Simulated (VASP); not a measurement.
Write the native input for VASP 6.6.1 that does the following.

```
Task                   : single point
Functional             : PBE
Potentials or basis    : VASP PAW PBE potentials, release 64 (Ag, I)
Cutoff                 : 500 eV
k mesh                 : 3 × 3 × 3
Occupations            : gaussian, width 0.01 eV
Spin                   : no spin polarisation
Dipole correction      : no
Further INCAR settings : ALGO = Normal; EDIFF = 1e-06; NBANDS = 26
```

The structure of AgI lies in POSCAR:

```
AgI
1.0
    4.6507421514      0.0000000000      0.0000000000
   -2.3253710757      4.0276608495      0.0000000000
    0.0000000000      0.0000000000      7.5997163705
Ag I
2 2
Direct
    0.6666666667      0.3333333333      0.6275238183
    0.3333333333      0.6666666667      0.1275238183
    0.6666666667      0.3333333333      0.0024761817
    0.3333333333      0.6666666667      0.5024761817
```

These files were run (other wordings do the same):

INCAR

```
PREC = Accurate
ENCUT = 500
EDIFF = 1E-6
ISMEAR = 0
SIGMA = 0.01
LREAL = False
LASPH = True
NELM = 120
ALGO = Normal
ISIF = 2
LWAVE = False
LCHARG = False
GGA = PE
NBANDS = 26
GGA_COMPAT = False
```

KPOINTS

```
Automatic mesh
0
Gamma
  3 3 3
```

Potentials or basis: VASP PAW PBE potentials, release 64 (Ag, I).

Launch:

```bash
$ cat potpaw_PBE.64/Ag/POTCAR potpaw_PBE.64/I/POTCAR > POTCAR
$ mpirun -np 1 vasp_std > vasp.out
```

Results of the run:

| Property | Result |
| --- | --- |
| Pressure | 0.9 GPa |
| Largest force | 0.037 eV/Å |
| Band gap on the k mesh | 1.36 eV |

Caveat: the k points lie up to 0.52 Å⁻¹ apart; spin-orbit coupling is left out, which moves the levels of the heavy elements.

Run time: 17 s on 1 thread of AMD EPYC 9R45 96-Core Processor (Zen 5) (shared host), peak memory 0.21 GiB.
